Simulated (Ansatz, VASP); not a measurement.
**Two plane-wave programs on Zr2NbN3**

```
Zr Nb N
1.0
     2.55830    1.47703    3.81195
    -2.55830    1.47703    3.81195
     0.00000   -2.95407    3.81195
Zr Nb N
2 1 3
Direct
  0.62699 0.62699 0.62699
  0.37301 0.37301 0.37301
  0.00000 0.00000 0.00000
  0.00000 0.50000 0.00000
  0.50000 0.00000 0.00000
  0.00000 0.00000 0.50000
```

Change from the starting cell: species swapped into the Zr2VCo3 type (R-3m, No. 166).

Alike in both runs: task relaxation of cell and atoms; functional PBE; k mesh 6 × 6 × 6; occupations gaussian, width 0.1 eV; no spin polarisation.

|  | VASP | Ansatz |
| --- | --- | --- |
| version | VASP 6.6.1 | Ansatz 0.2.0 |
| potentials or method | VASP PAW PBE potentials, release 64 (Zr_sv, Nb_sv, N), cutoff 600 eV | scalar-relativistic, plane waves, PAW |
| valence electrons in the cell | 52 | 52 |

```csv
,VASP,Ansatz,Ansatz less VASP
"gap on the k mesh at the Fermi level, each at its own relaxed structure (eV)",none,none,-
relaxed volume (Å³/atom),13.78,13.83,+0.050
relaxed cell length with the largest relative difference (Å),4.431,4.436,+0.0051
```

A gap of «none» marks a metal or a gap that the smearing closes.
